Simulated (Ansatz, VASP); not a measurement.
# NaB12 in VASP and in Ansatz

```
CELL_PARAMETERS angstrom
-3.31855 3.31855 2.69870
3.31855 -3.31855 2.69870
3.31855 3.31855 -2.69870
ATOMIC_POSITIONS crystal
Na 0.50000 0.50000 0.00000
B 0.36933 0.15714 0.52647
B 0.63067 0.84286 0.47353
B 0.15714 0.63067 0.78781
B 0.84286 0.36933 0.21219
B 0.36933 0.84286 0.21219
B 0.63067 0.15714 0.78781
B 0.15714 0.36933 0.52647
B 0.84286 0.63067 0.47353
B 0.00000 0.82585 0.82585
B 0.00000 0.17415 0.17415
B 0.82585 0.00000 0.82585
B 0.17415 0.00000 0.17415
```

Alike in both runs: functional PBE; k mesh 10 × 10 × 10; occupations gaussian, width 0.1 eV; no spin polarisation.

Ansatz relaxed the structure, and its values are those at the end. VASP's run is a single point on that final structure, the one shown.

|  | VASP | Ansatz |
| --- | --- | --- |
| version | VASP 6.6.1 | Ansatz 0.2.0 |
| potentials or method | VASP PAW PBE potentials, release 64 (Na_pv, B), cutoff 520 eV | scalar-relativistic, plane waves, PAW |
| valence electrons in the cell | 43 | 45 |

```tsv
	VASP	Ansatz	Ansatz less VASP
gap on the k mesh at the Fermi level (eV)	none	none	-
pressure (GPa)	0.0	0.0	-0.04
```

A gap of «none» marks a metal or a gap that the smearing closes. VASP's potentials hold 43 valence electrons a cell and Ansatz's 45, so a difference there can come from the potentials and not from the codes.
